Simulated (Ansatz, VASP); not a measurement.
One calculation of SiNi3, two programs

```
Ni Si
1.0
     3.54200    0.00000    0.00000
     0.00000    3.54200    0.00000
     0.00000    0.00000    3.54200
Ni Si
3 1
Cartesian
  1.7710 1.7710 0.0000
  1.7710 0.0000 1.7710
  0.0000 1.7710 1.7710
  0.0000 0.0000 0.0000
```

Alike in both runs: task single point; functional PBEsol; k mesh 6 × 6 × 6; occupations fermi-dirac, width 0.05 eV; collinear spin; fixed moment 3 μB.

|  | VASP | Ansatz |
| --- | --- | --- |
| version | VASP 6.6.1 | Ansatz 0.2.0 |
| potentials or method | VASP PAW PBE potentials, release 64 (Ni, Si) | Ansatz PAW |
| plane-wave cutoff (eV) | 520 | 420 |
| valence electrons in the cell | 34 | 58 |

```tsv
	VASP	Ansatz	Ansatz less VASP
pressure (GPa)	-6.3	-6.5	-0.21
net moment per atom (μB)	0.75	0.75	0.000
size of the moment on the site where the two differ most (μB)	0.13	0.15	+0.021
```

VASP's potentials were made for PBE, not for PBEsol. Site moments also hang on the region over which each program counts them. With one functional, cell and mesh, what is left measures potentials, basis and numerics. VASP's potentials hold 34 valence electrons a cell and Ansatz's 58, so a difference there can come from the potentials and not from the codes.
